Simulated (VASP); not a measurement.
Input of a VASP 6.6.1 run:

The input INCAR:

```
PREC = Accurate
ENCUT = 520
EDIFF = 1E-6
ISMEAR = 0
SIGMA = 0.15
LREAL = False
LASPH = True
NELM = 80
ALGO = Fast
ISIF = 2
LWAVE = False
LCHARG = True
GGA = CA
LELF = True
LVHAR = True
NBANDS = 12
```

KPOINTS

```
Automatic mesh
0
Gamma
  22 22 22
```

The input POSCAR:

```
Ti
1.0
    0.0000000000      1.9233220089      2.0777647663
    1.9233220089      0.0000000000      2.0777647663
    1.9233220089      1.9233220089      0.0000000000
Ti
1
Direct
    0.0000000000      0.0000000000      0.0000000000
```

Potentials or basis: VASP PAW LDA potentials, release 64 (Ti_sv).

Launch:

```sh
$ cat potpaw_LDA.64/Ti_sv/POTCAR > POTCAR
$ mpirun -np 1 vasp_std > vasp.out
```

(1) Predict the band gap on the k mesh.

(2) Estimate the pressure.

Answers

(1) zero (bands 6 and 7 overlap by 1.29 eV).

(2) 5.1 GPa.

Caveat: the cell stands under pressure.
